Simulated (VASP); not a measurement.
# Hg (P6_3/mmc) in VASP: notebook

Runs on Hg. Level: PBE+D3(BJ). Tasks: single point.

Everything below comes from runs of VASP 6.6.1. Logs are shortened: lines on timing, memory, paths and dates and some standing lists are left out, and cuts for length are marked.

### 1 The cell of the first run

Symmetry: P6_3/mmc, No. 194, hexagonal system. The conventional cell has a = 3.352 Å, b = 3.352 Å, c = 5.762 Å, α = 90.00°, β = 90.00°, γ = 120.00°. Hg (site symmetry -6m2) has 12 Hg at 3.35 to 3.47 Å within 4.4 Å.

### 2 Single point, PBE+D3(BJ)

Input file INCAR:

```
PREC = Accurate ; ENCUT = 520
EDIFF = 1E-7 ; ISMEAR = 0
SIGMA = 0.15 ; LREAL = F
LASPH = T ; NELM = 100
ALGO = Fast ; ISIF = 2
LWAVE = F ; LCHARG = T
GGA = PE ; IVDW = 12
LELF = T ; LVHAR = T
NBANDS = 19
```

Input file KPOINTS:

```
Automatic mesh
0
Gamma
  15 15 8
```

Input file POSCAR:

```
Hg
1.0
    3.3522124042      0.0000000000      0.0000000000
   -1.6761062021      2.9031011009      0.0000000000
    0.0000000000      0.0000000000      5.7619000000
Hg
2
Direct
    0.6666666667      0.3333333333      0.7500000000
    0.3333333333      0.6666666667      0.2500000000
```

Potentials or basis: VASP PAW PBE potentials, release 64 (Hg).

Started as:

```console
$ cat potpaw_PBE.64/Hg/POTCAR > POTCAR
$ mpirun -np 1 vasp_std > vasp.out
```

OUTCAR:

```text
PREC = Accurate
   ENCUT = 520
   EDIFF = 1E-7
   ISMEAR = 0
   LREAL = F
   LASPH = T
   NELM = 100
   ISIF = 2
   GGA = PE
   IVDW = 12
 IVDW          = 12

 ion  position               nearest neighbor table
   1  0.667  0.333  0.750-   2 3.47   2 3.47   2 3.47   2 3.47   2 3.47   2 3.47
   2  0.333  0.667  0.250-   1 3.47   1 3.47   1 3.47   1 3.47   1 3.47   1 3.47

  LATTYP: Found a hexagonal cell.
 ALAT       =     3.3522124042
 C/A-ratio  =     1.7188349977

  Lattice vectors:

 A1 = (   3.3522124042,   0.0000000000,   0.0000000000)
 A2 = (  -1.6761062021,   2.9031011009,   0.0000000000)
 A3 = (   0.0000000000,   0.0000000000,   5.7619000000)

Analysis of symmetry for initial positions (statically):
=====================================================================
 Subroutine PRICEL returns:
 Original cell was already a primitive cell.

 Routine SETGRP: Setting up the symmetry group for a
 hexagonal supercell.

 Subroutine GETGRP returns: Found 24 space group operations
 (whereof 12 operations were pure point group operations)
 out of a pool of 24 trial point group operations.

The static configuration has the point symmetry D_3d.
 The point group associated with its full space group is D_6h.

Analysis of symmetry for dynamics (positions and initial velocities):
=====================================================================
 Subroutine PRICEL returns:
 Original cell was already a primitive cell.

 Routine SETGRP: Setting up the symmetry group for a
 hexagonal supercell.

 Subroutine GETGRP returns: Found 24 space group operations
 (whereof 12 operations were pure point group operations)
 out of a pool of 24 trial point group operations.

The dynamic configuration has the point symmetry D_3d.
 The point group associated with its full space group is D_6h.

 Subroutine INISYM returns: Found 24 space group operations
 (whereof 12 operations are pure point group operations),
 and found     1 'primitive' translations

----------------------------------------------------------------------------------------

                                     Primitive cell

  volume of cell :      56.0737

  direct lattice vectors                    reciprocal lattice vectors
     3.352212404  0.000000000  0.000000000     0.298310453  0.172229620  0.000000000
    -1.676106202  2.903101101  0.000000000     0.000000000  0.344459240  0.000000000
     0.000000000  0.000000000  5.761900000     0.000000000  0.000000000  0.173553862

  length of vectors
     3.352212404  3.352212404  5.761900000     0.344459240  0.344459240  0.173553862

  position of ions in fractional coordinates (direct lattice)
     0.666666667  0.333333333  0.750000000
     0.333333333  0.666666667  0.250000000

  ion indices of the primitive-cell ions
   primitive index   ion index
                 1           1
                 2           2

----------------------------------------------------------------------------------------

 KPOINTS: Automatic mesh

Automatic generation of k-mesh.
 Grid dimensions read from file:
 generate k-points for:   15   15    8

 Generating k-lattice:

  Cartesian coordinates                     Fractional coordinates (reciprocal lattice)
     0.019887364  0.011481975  0.000000000     0.066666667  0.000000000  0.000000000
     0.000000000  0.022963949  0.000000000     0.000000000  0.066666667  0.000000000
     0.000000000  0.000000000  0.021694233     0.000000000  0.000000000  0.125000000

  Length of vectors
     0.022963949  0.022963949  0.021694233

  Shift w.r.t. Gamma in fractional coordinates (k-lattice)
     0.000000000  0.000000000  0.000000000

 Subroutine IBZKPT returns following result:
 ===========================================

 Found    135 irreducible k-points:

 Following reciprocal coordinates:
            Coordinates               Weight
  0.000000  0.000000  0.000000      1.000000
  0.066667  0.000000  0.000000      6.000000
  0.133333  0.000000  0.000000      6.000000
  0.200000  0.000000  0.000000      6.000000
  0.266667  0.000000  0.000000      6.000000
  0.333333  0.000000  0.000000      6.000000
[... 16 lines left out ...]
  0.333333  0.200000  0.000000     12.000000
  0.400000  0.200000  0.000000      6.000000
 [... further k-points ...]
   k-points           NKPTS =    135   k-points in BZ     NKDIM =    135   number of bands    NBANDS=     19
   number of dos      NEDOS =    301   number of ions     NIONS =      2
   total plane-waves  NPLWV =  37632
   dimension x,y,z NGX =    28 NGY =   28 NGZ =   48
   dimension x,y,z NGXF=    56 NGYF=   56 NGZF=   96
   ions per type =               2
   NGX,Y,Z   is equivalent  to a cutoff of  13.89, 13.89, 13.85 a.u.
   NGXF,Y,Z  is equivalent  to a cutoff of  27.77, 27.77, 27.70 a.u.
 SYSTEM =  unknown system
   PREC   = accura    normal or accurate (medium, high low for compatibility)
   ISTART =      0    job   : 0-new  1-cont  2-samecut
   ICHARG =      2    charge: 1-file 2-atom 10-const
   ISPIN  =      1    spin polarized calculation?
   LNONCOLLINEAR =      F non collinear calculations
   LSORBIT =      F    spin-orbit coupling
   LASPH  =      T    aspherical Exc in radial PAW
   ENCUT  =  520.0 eV  38.22 Ry    6.18 a.u.   6.23  6.23 10.71*2*pi/ulx,y,z
   NELM   =    100;   NELMIN=  2; NELMDL= -5     # of ELM steps
   EDIFF  = 0.1E-06   stopping-criterion for ELM
   LREAL  =      F    real-space projection
   EDIFFG = 0.1E-05   stopping-criterion for IOM
   NSW    =      0    number of steps for IOM
   IBRION =     -1    ionic relax: 0-MD 1-quasi-New 2-CG
   NFREE  =      0    steps in history (QN), initial steepest desc. (CG)
   ISIF   =      2    stress and relaxation
   ISYM   =      2    0-nonsym 1-usesym 2-fastsym
   POTIM  = 0.5000    time-step for ionic-motion
   TEBEG  =    0.0;   TEEND  =   0.0 temperature during run
   PSTRESS=    0.0 pullay stress
   NELECT =      24.0000    total number of electrons
   NUPDOWN=      -1.0000    fix difference up-down
   EMIN   =  10.00;   EMAX   =-10.00  energy-range for DOS
   EFERMI =   0.00;   METHOD = LEGACY
   ISMEAR =     0;   SIGMA  =   0.15  broadening in eV -4-tet -1-fermi 0-gaus
   EFERMI_NEDOS =   21; number of points for ismear=-14 and -15
   IALGO  =     68    algorithm
   IMIX   =      4    mixing-type and parameters
     AMIX     =   0.40;   BMIX     =  1.00
     AMIX_MAG =   1.60;   BMIX_MAG =  1.00
  volume/ion in A,a.u.               =      28.04       189.20
  Fermi-wavevector in a.u.,A,eV,Ry     =   1.233745  2.331440 20.709795  1.522127
  Thomas-Fermi vector in A             =   2.368463
   LORBIT       =      0    0 simple, 1 ext, 2 COOP (PROOUT), +10 PAW based schemes
   GGA     = PE    functional components
   LHFCALC =     F    Hartree Fock is set to
   AEXX    =    0.0000 exact exchange contribution
   IVDW    =    12    specifies the selected vdW correction
   LEPSILON=     F    determine dielectric tensor
   LRPA    =     F    only Hartree local field effects (RPA)
 non-spin polarized calculation
 RMM-DIIS sequential band-by-band and
 Gauss-broadening in eV      SIGMA  =   0.15
  energy-cutoff  :      520.00
  volume of cell :       56.07
 maximum number of plane-waves:      1533
 NGX is ok and might be reduce to    28
   NGX = 13   NGY = 13   NGZ = 21

 number of electron      24.0000002 magnetization

 Free energy of the ion-electron system (eV)
  ---------------------------------------------------
  ext. energy  EPLUGINS =         0.00000000
  ---------------------------------------------------
  free energy    TOTEN  =        -0.34096383 eV

  energy without entropy =       -0.33775877  energy(sigma->0) =       -0.33936130

 E-fermi :   1.1079     XC(G=0):  -9.9163

 val. band max:        1.0976462340   @ k =   0.2667   0.2667   0.1250
 cond. band min:       1.1439508301   @ k =   0.2667   0.2667   0.0000
 fundamental gap:      0.0463045961
 Fermi energy:         1.1078686073

 k-point     1 :       0.0000    0.0000    0.0000
  band No.  band energies     occupation
      1      -6.2443      2.00000
      2      -5.7064      2.00000
      3      -5.1015      2.00000
      4      -4.9654      2.00000
      5      -4.9654      2.00000
      6      -4.8916      2.00000
[... 11 lines left out ...]
     18      15.3065      0.00000
     19      15.3085      0.00000

 k-point     2 :       0.0667    0.0000    0.0000
  band No.  band energies     occupation
      1      -6.1517      2.00000
      2      -5.6596      2.00000
      3      -5.1011      2.00000
      4      -4.9621      2.00000
      5      -4.9317      2.00000
      6      -4.9017      2.00000
[... 11 lines left out ...]
     18      15.6196      0.00000
     19      15.6217      0.00000

 k-point     3 :       0.1333    0.0000    0.0000
  band No.  band energies     occupation
      1      -5.8901      2.00000
      2      -5.5420      2.00000
      3      -5.1085      2.00000
      4      -4.9508      2.00000
      5      -4.8906      2.00000
      6      -4.8349      2.00000
[... 11 lines left out ...]
     18      14.6937      0.00000
     19      15.6329      0.00000

 k-point     4 :       0.2000    0.0000    0.0000
  band No.  band energies     occupation
      1      -5.5585      2.00000
      2      -5.4432      2.00000
      3      -5.0718      2.00000
      4      -4.9321      2.00000
      5      -4.8746      2.00000
      6      -4.7424      2.00000
[... 407 lines left out ...]
     18       9.7488      0.00000
     19      11.7438      0.00000

 k-point    23 :       0.3333    0.2000    0.0000
  band No.  band energies     occupation
      1      -5.3336      2.00000
      2      -5.3262      2.00000
      3      -5.1828      2.00000
      4      -4.9612      2.00000
      5      -4.8126      2.00000
      6      -4.7311      2.00000
[... 11 lines left out ...]
     18       9.1749      0.00000
     19      11.4573      0.00000

 k-point    24 :       0.4000    0.2000    0.0000
  band No.  band energies     occupation
      1      -5.3556      2.00000
      2      -5.3401      2.00000
      3      -5.1867      2.00000
      4      -4.9471      2.00000
      5      -4.8467      2.00000
      6      -4.7021      2.00000
[... 11 lines left out ...]
     18       9.0425      0.00000
     19      11.3690      0.00000

 [... further k-points ...]

------------------------ aborting loop because EDIFF is reached ----------------------------------------

 Edisp (eV)   -0.74770

 E8    (eV) :    -0.3399

  FORCE on cell =-STRESS in cart. coord.  units (eV):
  Direction    XX          YY          ZZ          XY          YZ          ZX
  --------------------------------------------------------------------------------------
  -------------------------------------------------------------------------------------
  Total      -0.18116    -0.18116    -0.60698     0.00000     0.00000     0.00000
  in kB      -5.17617    -5.17617   -17.34316     0.00000     0.00000     0.00000
  external pressure =       -9.23 kB  Pullay stress =        0.00 kB

 VOLUME and BASIS-vectors are now :
 -----------------------------------------------------------------------------
  energy-cutoff  :      520.00
  volume of cell :       56.07
      direct lattice vectors                 reciprocal lattice vectors
     3.352212404  0.000000000  0.000000000     0.298310453  0.172229620  0.000000000
    -1.676106202  2.903101101  0.000000000     0.000000000  0.344459240  0.000000000
     0.000000000  0.000000000  5.761900000     0.000000000  0.000000000  0.173553862

 POSITION                                       TOTAL-FORCE (eV/Angst)
 -----------------------------------------------------------------------------------
      1.67611      0.96770      4.32142        -0.000000      0.000000      0.000000
     -0.00000      1.93540      1.44047         0.000000     -0.000000      0.000000
 -----------------------------------------------------------------------------------
    total drift:                               -0.000000      0.000000     -0.000000

  FREE ENERGIE OF THE ION-ELECTRON SYSTEM (eV)
  ---------------------------------------------------
  free  energy   TOTEN  =        -1.0886673699 eV

  energy  without entropy=       -1.0854623093  energy(sigma->0) =       -1.08706484
```

Wall time 3.3 min (1 thread of Intel Xeon 8259CL, shared host); peak memory 0.27 GiB.

Results:

```
Free energy                : -1.0887 eV
Pressure                   : -0.9 GPa
Band gap on the k mesh     : zero (bands 12 and 13 overlap by 0.71 eV)
Dispersion energy per atom : -0.374 eV
```

Caveat: spin-orbit coupling is left out, which moves the levels of the heavy elements.

### 3 Single point, PBE+D3(BJ)

This run uses another cell than the first one, of 28.29 Å³/atom.

Input file INCAR:

```
ALGO = Fast ; EDIFF = 1E-6
ENCUT = 520 ; GGA = PE
ISIF = 2 ; ISMEAR = 0
IVDW = 12 ; LASPH = T
LCHARG = T ; LELF = T
LREAL = F ; LVHAR = T
LWAVE = F ; NBANDS = 19
NELM = 100 ; PREC = Accurate
SIGMA = 0.15
```

Input file KPOINTS:

```
k-points
0
Gamma
  15 15 8
```

Input file POSCAR:

```
Hg
1.0
    3.4640000000      0.0000000000      0.0000000000
   -1.7320000000      2.9999119987      0.0000000000
    0.0000000000      0.0000000000      5.4448000000
Hg
2
Direct
    0.6666666667      0.3333333333      0.7500000000
    0.3333333333      0.6666666667      0.2500000000
```

Potentials or basis: VASP PAW PBE potentials, release 64 (Hg).

Started as:

```console
$ cat potpaw_PBE.64/Hg/POTCAR > POTCAR
$ mpirun -np 1 vasp_std > vasp.out
```

Run time: 2.5 min. Hardware: 1 thread of Intel Xeon 8259CL, shared host; peak memory 0.27 GiB.

Results (log left out):

| Item | Value |
| --- | --- |
| Free energy | -1.0970 eV |
| Pressure | -1.0 GPa |
| Band gap on the k mesh | zero (bands 12 and 13 overlap by 0.31 eV) |
| Dispersion energy per atom | -0.371 eV |

Levels at points of the mesh, in eV from the Fermi level:
```
           k point  band 9  band 10  band 11  band 12  band 13  band 14  band 15  band 16
(0.00, 0.00, 0.00)   -5.88    -5.34    -5.34    -1.19    -0.32    10.98    10.98    12.70
(0.00, 0.00, 0.50)   -5.50    -5.50    -5.46    -5.46     6.77     6.77    12.00    12.00
```

Caveat: spin-orbit coupling is left out, which moves the levels of the heavy elements.

(Continued in part 2 of 2.)

The gap in the log of VASP goes by the Fermi energy; the results here count the filled bands.